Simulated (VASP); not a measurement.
# Ag (Im-3m) in VASP: further runs, part 2 of 2

VASP 6.6.1. The steps go on from the part before.

### 3 Single point, PBE

This run uses another cell than the first one, of 18.00 Å³/atom.

INCAR

```
SYSTEM = Ag
PREC = Accurate
ENCUT = 520
EDIFF = 1E-7
ISMEAR = -1
SIGMA = 0.06122561905347299
LREAL = .False.
LASPH = .True.
NELM = 80
ALGO = Normal
ISIF = 2
LWAVE = .False.
LCHARG = .False.
GGA = PE
NBANDS = 12
```

KPOINTS

```
Automatic mesh
0
Gamma
  46 46 46
  0 0 0
```

POSCAR

```
Ag
1.0
   -1.6509660703      1.6509660703      1.6509660703
    1.6509660703     -1.6509660703      1.6509660703
    1.6509660703      1.6509660703     -1.6509660703
Ag
1
Direct
    0.0000000000      0.0000000000      0.0000000000
```

Potentials or basis: VASP PAW PBE potentials, release 64 (Ag).

Run with:

```
> cat potpaw_PBE.64/Ag/POTCAR > POTCAR
> mpirun -np 1 vasp_std > vasp.out
```

OUTCAR:

```text
SYSTEM = Ag
   PREC = Accurate
   ENCUT = 520
   EDIFF = 1E-7
   ISMEAR = -1
   LREAL = .False.
   LASPH = .True.
   NELM = 80
   ISIF = 2
   GGA = PE

 ion  position               nearest neighbor table
   1  0.000  0.000  0.000-

  LATTYP: Found a body centered cubic cell.
 ALAT       =     3.3019321406

  Lattice vectors:

 A1 = (  -1.6509660703,   1.6509660703,   1.6509660703)
 A2 = (   1.6509660703,  -1.6509660703,   1.6509660703)
 A3 = (   1.6509660703,   1.6509660703,  -1.6509660703)

Analysis of symmetry for initial positions (statically):
=====================================================================
 Subroutine PRICEL returns:
 Original cell was already a primitive cell.

 Routine SETGRP: Setting up the symmetry group for a
 body centered cubic supercell.

 Subroutine GETGRP returns: Found 48 space group operations
 (whereof 48 operations were pure point group operations)
 out of a pool of 48 trial point group operations.

The static configuration has the point symmetry O_h .

Analysis of symmetry for dynamics (positions and initial velocities):
=====================================================================
 Subroutine PRICEL returns:
 Original cell was already a primitive cell.

 Routine SETGRP: Setting up the symmetry group for a
 body centered cubic supercell.

 Subroutine GETGRP returns: Found 48 space group operations
 (whereof 48 operations were pure point group operations)
 out of a pool of 48 trial point group operations.

The dynamic configuration has the point symmetry O_h .

 Subroutine INISYM returns: Found 48 space group operations
 (whereof 48 operations are pure point group operations),
 and found     1 'primitive' translations

----------------------------------------------------------------------------------------

                                     Primitive cell

  volume of cell :      18.0001

  direct lattice vectors                    reciprocal lattice vectors
    -1.650966070  1.650966070  1.650966070     0.000000000  0.302852983  0.302852983
     1.650966070 -1.650966070  1.650966070     0.302852983  0.000000000  0.302852983
     1.650966070  1.650966070 -1.650966070     0.302852983  0.302852983  0.000000000

  length of vectors
     2.859557115  2.859557115  2.859557115     0.428298797  0.428298797  0.428298797

  position of ions in fractional coordinates (direct lattice)
     0.000000000  0.000000000  0.000000000

  ion indices of the primitive-cell ions
   primitive index   ion index
                 1           1

----------------------------------------------------------------------------------------

 KPOINTS: Automatic mesh

Automatic generation of k-mesh.
 Grid dimensions read from file:
 generate k-points for:   46   46   46

 Generating k-lattice:

  Cartesian coordinates                     Fractional coordinates (reciprocal lattice)
     0.000000000  0.006583761  0.006583761     0.021739130  0.000000000  0.000000000
     0.006583761  0.000000000  0.006583761     0.000000000  0.021739130  0.000000000
     0.006583761  0.006583761  0.000000000     0.000000000  0.000000000  0.021739130

  Length of vectors
     0.009310843  0.009310843  0.009310843

  Shift w.r.t. Gamma in fractional coordinates (k-lattice)
     0.000000000  0.000000000  0.000000000

 Subroutine IBZKPT returns following result:
 ===========================================

 Found   2456 irreducible k-points:

 Following reciprocal coordinates:
            Coordinates               Weight
  0.000000  0.000000  0.000000      1.000000
  0.021739  0.000000  0.000000     12.000000
  0.043478  0.000000  0.000000     12.000000
  0.065217  0.000000  0.000000     12.000000
  0.086957  0.000000  0.000000     12.000000
  0.108696  0.000000  0.000000     12.000000
[... 16 lines left out ...]
  0.478261  0.000000  0.000000     12.000000
  0.500000  0.000000  0.000000      6.000000
 [... further k-points ...]
   k-points           NKPTS =   2456   k-points in BZ     NKDIM =   2456   number of bands    NBANDS=     12
   number of dos      NEDOS =    301   number of ions     NIONS =      1
   total plane-waves  NPLWV =  13824
   dimension x,y,z NGX =    24 NGY =   24 NGZ =   24
   dimension x,y,z NGXF=    48 NGYF=   48 NGZF=   48
   ions per type =               1
   NGX,Y,Z   is equivalent  to a cutoff of  13.95, 13.95, 13.95 a.u.
   NGXF,Y,Z  is equivalent  to a cutoff of  27.91, 27.91, 27.91 a.u.
 SYSTEM =  Ag
   PREC   = accura    normal or accurate (medium, high low for compatibility)
   ISTART =      0    job   : 0-new  1-cont  2-samecut
   ICHARG =      2    charge: 1-file 2-atom 10-const
   ISPIN  =      1    spin polarized calculation?
   LNONCOLLINEAR =      F non collinear calculations
   LSORBIT =      F    spin-orbit coupling
   LASPH  =      T    aspherical Exc in radial PAW
   ENCUT  =  520.0 eV  38.22 Ry    6.18 a.u.   5.32  5.32  5.32*2*pi/ulx,y,z
   NELM   =     80;   NELMIN=  2; NELMDL= -5     # of ELM steps
   EDIFF  = 0.1E-06   stopping-criterion for ELM
   LREAL  =      F    real-space projection
   EDIFFG = 0.1E-05   stopping-criterion for IOM
   NSW    =      0    number of steps for IOM
   IBRION =     -1    ionic relax: 0-MD 1-quasi-New 2-CG
   NFREE  =      0    steps in history (QN), initial steepest desc. (CG)
   ISIF   =      2    stress and relaxation
   ISYM   =      2    0-nonsym 1-usesym 2-fastsym
   POTIM  = 0.5000    time-step for ionic-motion
   TEBEG  =    0.0;   TEEND  =   0.0 temperature during run
   PSTRESS=    0.0 pullay stress
   NELECT =      11.0000    total number of electrons
   NUPDOWN=      -1.0000    fix difference up-down
   EMIN   =  10.00;   EMAX   =-10.00  energy-range for DOS
   EFERMI =   0.00;   METHOD = LEGACY
   ISMEAR =    -1;   SIGMA  =   0.06  broadening in eV -4-tet -1-fermi 0-gaus
   EFERMI_NEDOS =   21; number of points for ismear=-14 and -15
   IALGO  =     38    algorithm
   IMIX   =      4    mixing-type and parameters
     AMIX     =   0.40;   BMIX     =  1.00
     AMIX_MAG =   1.60;   BMIX_MAG =  1.00
  volume/ion in A,a.u.               =      18.00       121.47
  Fermi-wavevector in a.u.,A,eV,Ry     =   1.389252  2.625305 26.259517  1.930020
  Thomas-Fermi vector in A             =   2.513300
   LORBIT       =      0    0 simple, 1 ext, 2 COOP (PROOUT), +10 PAW based schemes
   GGA     = PE    functional components
   LHFCALC =     F    Hartree Fock is set to
   AEXX    =    0.0000 exact exchange contribution
   IVDW    =     0    specifies the selected vdW correction
   LEPSILON=     F    determine dielectric tensor
   LRPA    =     F    only Hartree local field effects (RPA)
 non-spin polarized calculation
  energy-cutoff  :      520.00
  volume of cell :       18.00
 maximum number of plane-waves:       496
 NGX is ok and might be reduce to    24
   NGX = 11   NGY = 11   NGZ = 11

 number of electron      11.0000003 magnetization

 Free energy of the ion-electron system (eV)
  ---------------------------------------------------
  ext. energy  EPLUGINS =         0.00000000
  ---------------------------------------------------
  free energy    TOTEN  =        -2.68853554 eV

  energy without entropy =       -2.68499081  energy(sigma->0) =       -2.68676318

 E-fermi :   7.7399     XC(G=0): -11.8885

 val. band max:        7.7383146732   @ k =  -0.2609   0.4783   0.0435
 cond. band min:       7.7413670134   @ k =   0.4348   0.0435   0.0217
 fundamental gap:      0.0030523402
 Fermi energy:         7.7399186961

 k-point     1 :       0.0000    0.0000    0.0000
  band No.  band energies     occupation
      1       0.3293      2.00000
      2       2.9749      2.00000
      3       2.9749      2.00000
      4       2.9749      2.00000
      5       4.1945      2.00000
      6       4.1945      2.00000
      7      25.4855      0.00000
      8      25.4855      0.00000
      9      25.4855      0.00000
     10      30.9773      0.00000
     11      30.9773      0.00000
     12      30.9773      0.00000

 k-point     2 :       0.0217    0.0000    0.0000
  band No.  band energies     occupation
      1       0.3444      2.00000
      2       2.9713      2.00000
      3       2.9754      2.00000
      4       2.9831      2.00000
      5       4.1905      2.00000
      6       4.1948      2.00000
      7      25.4454      0.00000
      8      25.4818      0.00000
      9      25.4946      0.00000
     10      30.5510      0.00000
     11      30.6639      0.00000
     12      30.8639      0.00000
[... 316 lines left out ...]
 k-point    24 :       0.5000    0.0000    0.0000
  band No.  band energies     occupation
      1       1.6242      2.00000
      2       2.2630      2.00000
      3       4.1410      2.00000
      4       4.3019      2.00000
      5       5.1133      2.00000
      6       7.7652      0.79674
      7      11.5564      0.00000
      8      20.8545      0.00000
      9      21.7227      0.00000
     10      27.0515      0.00000
     11      28.1506      0.00000
     12      31.8349      0.00000

 [... further k-points ...]
[... 5 lines left out ...]
  --------------------------------------------------------------------------------------
  -------------------------------------------------------------------------------------
  Total       -0.0229155     -0.0229155     -0.0229155     -0.0000000      0.0000000      0.0000000
  in kB       -2.0396970     -2.0396970     -2.0396970     -0.0000000      0.0000000      0.0000000
  external PRESSURE =      -2.0396970 kB  Pullay stress =       0.0000000 kB

 VOLUME and BASIS-vectors are now :
 -----------------------------------------------------------------------------
  energy-cutoff  :      520.00
  volume of cell :       18.00
      direct lattice vectors                 reciprocal lattice vectors
    -1.650966070  1.650966070  1.650966070     0.000000000  0.302852983  0.302852983
     1.650966070 -1.650966070  1.650966070     0.302852983  0.000000000  0.302852983
     1.650966070  1.650966070 -1.650966070     0.302852983  0.302852983  0.000000000

 POSITION                                       TOTAL-FORCE (eV/Angst)
 -----------------------------------------------------------------------------------
      0.00000      0.00000      0.00000         0.000000     -0.000000      0.000000
 -----------------------------------------------------------------------------------
    total drift:                               -0.000000      0.000000      0.000000

  FREE ENERGIE OF THE ION-ELECTRON SYSTEM (eV)
  ---------------------------------------------------
  free  energy   TOTEN  =        -2.6885355424 eV

  energy  without entropy=       -2.6849908149  energy(sigma->0) =       -2.68676318
```

stdout:

```text
POSCAR found type information on POSCAR Ag
 POSCAR found :  1 types and       1 ions
 scaLAPACK will be used
 LDA part: xc-table for (Slater+PW92), standard interpolation
 POSCAR, INCAR and KPOINTS ok, starting setup
 FFT: planning ... GRIDC
 FFT: planning ... GRID_SOFT
 FFT: planning ... GRID
 WAVECAR not read
 entering main loop
```

Run time: 1.9 min. Hardware: 1 thread of Intel Xeon 6975P-C (Granite Rapids), shared host; peak memory 0.58 GiB.

What came out:

```yaml
Free_energy: -2.6885 eV
Pressure: -0.2 GPa
Band_gap_on_the_k_mesh: zero (an odd number of electrons rules out a gap without spin polarisation)
```

Levels at points of the mesh, in eV from the Fermi level:
```tsv
k point	band 3	band 4	band 5	band 6	band 7	band 8
(0.00, 0.00, 0.00)	-4.77	-4.77	-3.55	-3.55	17.75	17.75
(0.50, 0.00, 0.00)	-3.60	-3.44	-2.63	0.03	3.82	13.11
(0.50, 0.50, 0.50)	-2.85	-2.85	-2.85	6.72	6.72	6.72
```

### 4 Single point, PBE

This run uses another cell than the first one, of 19.08 Å³/atom.

INCAR

```
ALGO     = Normal         # electronic algorithm
EDIFF    = 1E-6           # SCF threshold, eV
ENCUT    = 520            # plane-wave cutoff, eV
GGA      = PE             # functional
ISIF     = 2              # what is computed and relaxed
ISMEAR   = -1             # smearing method
LASPH    = T              # aspherical terms in the spheres
LCHARG   = F              # write CHGCAR
LREAL    = F              # projectors in reciprocal space
LWAVE    = F              # write WAVECAR
NBANDS   = 12             # bands
NELM     = 80             # most SCF steps
PREC     = Accurate       # precision mode
SIGMA    = 0.06122561905347299 # smearing width, eV
```

KPOINTS

```
k-points
0
Gamma
  16 16 16
```

POSCAR

```
Ag
1.0
   -1.6833461747      1.6833461747      1.6833461747
    1.6833461747     -1.6833461747      1.6833461747
    1.6833461747      1.6833461747     -1.6833461747
Ag
1
Direct
    0.0000000000      0.0000000000      0.0000000000
```

Run with:

```
> cat potpaw_PBE.64/Ag/POTCAR > POTCAR
> mpirun -np 1 vasp_std > vasp.out
```

It took 36 s on 1 thread of Intel Xeon 8259CL, shared host; peak memory 0.16 GiB.

The run converged. Its results:

| Property | Result |
| --- | --- |
| Free energy | -2.6677 eV |
| Pressure | -4.3 GPa |
| Band gap on the k mesh | zero (an odd number of electrons rules out a gap without spin polarisation) |

Levels at points of the mesh, in eV from the Fermi level:
| k point | band 3 | band 4 | band 5 | band 6 | band 7 | band 8 |
| --- | --- | --- | --- | --- | --- | --- |
| (0.00, 0.00, 0.00) | -4.58 | -4.58 | -3.47 | -3.47 | 17.50 | 17.50 |
| (0.50, 0.00, 0.00) | -3.52 | -3.38 | -2.64 | 0.15 | 3.50 | 12.87 |
| (0.50, 0.50, 0.50) | -2.84 | -2.84 | -2.84 | 6.55 | 6.55 | 6.55 |

Caveat: the cell stands under tension.

### 5 Overview

```csv
cell,k mesh,gap on the mesh (eV),pressure (GPa)
"a = 2.840 Å, angles 109.5°, 1 atom",46 × 46 × 46,none,1.7
"a = 2.860 Å, angles 109.5°, 1 atom",46 × 46 × 46,none,-0.2
"a = 2.916 Å, angles 109.5°, 1 atom",16 × 16 × 16,none,-4.3
```

Alike in all rows: task single point; level PBE; potentials or basis VASP PAW PBE potentials, release 64 (Ag); no spin polarisation; cutoff (eV) 520; smearing fermi-dirac 0.0612256 eV.

Caveats: the cell stands under tension (at least some runs).

Absolute energies hang on the potentials; compare differences alone.
